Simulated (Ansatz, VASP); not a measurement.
**One calculation of SiC, two programs**

The input INCAR:

```
SYSTEM = SiC
ALGO = Normal ; EDIFF = 1E-7
ENCUT = 520 ; GGA = CA
ISIF = 2 ; ISMEAR = 0
LASPH = .True. ; LCHARG = .False.
LREAL = .False. ; LWAVE = .False.
NBANDS = 16 ; NELM = 60
PREC = Accurate ; SIGMA = 0.01
```

KPOINTS

```
k-points
0
Gamma
  8 8 4
  0 0 0
```

File POSCAR:

```
SiC
1.0
    2.9982503403      0.0000000000      0.0000000000
   -1.4991251702      2.5965609616      0.0000000000
    0.0000000000      0.0000000000      4.9175079341
Si C
2 2
Direct
    0.3333333333      0.6666666667      0.0045913114
    0.6666666667      0.3333333333      0.5045913114
    0.3333333333      0.6666666667      0.3804086886
    0.6666666667      0.3333333333      0.8804086886
```

Input for Ansatz:

```yaml
crystal:
  lattice:
    - [2.99825034033, 0.0, 0.0]
    - [-1.49912517017, 2.59656096163, 0.0]
    - [0.0, 0.0, 4.91750793409]
  atoms:
    - { symbol: Si, position: [0.333333333333, 0.666666666667, 0.004591311395] }
    - { symbol: Si, position: [0.666666666667, 0.333333333333, 0.504591311395] }
    - { symbol: C, position: [0.333333333333, 0.666666666667, 0.380408688605] }
    - { symbol: C, position: [0.666666666667, 0.333333333333, 0.880408688605] }
kpoints:
  mp_grid: { grid: [8, 8, 4] }
scf:
  occupations: { method: fixed }
  convergence: { dr2_threshold: 1.0e-10 }
hamiltonian:
  xc: lda
  pseudopotentials: { kind: all_electron, lapw: { basis_error: 0.0005 } }
output:
  forces: true
  stress: true
  eigenstates:
    kpoints:
      - [0.0, 0.0, 0.0]
      - [-0.666666667, 0.333333333, 0.0]
      - [0.5, -0.5, 0.0]
      - [0.0, 0.5, 0.0]
      - [0.5, 0.0, 0.0]
      - [0.0, 0.0, -0.5]
      - [-0.5, 0.0, -0.5]
      - [-0.5, 0.5, -0.5]
      - [0.0, -0.5, -0.5]
  eigenvalues: true
```

Alike in both runs: task single point; functional LDA; k mesh 8 × 8 × 4; no spin polarisation.

```csv
,VASP,Ansatz
version,VASP 6.6.1,Ansatz 0.2.0
potentials or method,"VASP PAW LDA potentials, release 64 (Si, C), cutoff 520 eV","all-electron LAPW, scalar-relativistic"
occupations,"gaussian, width 0.01 eV",fixed
```

Ansatz gave:

| Item | Value |
| --- | --- |
| gap on the k mesh at the Fermi level (eV) | 2.31 |
| pressure (GPa) | 15.0 |

Task: What did VASP give for the same quantities?

Result: gap on the k mesh at the Fermi level (eV): 2.29; pressure (GPa): 15.5.

LDA's correlation is that of Perdew and Zunger in VASP and of Perdew and Wang (1992) in Ansatz. Ansatz ran all-electron here, and VASP with PAW potentials.
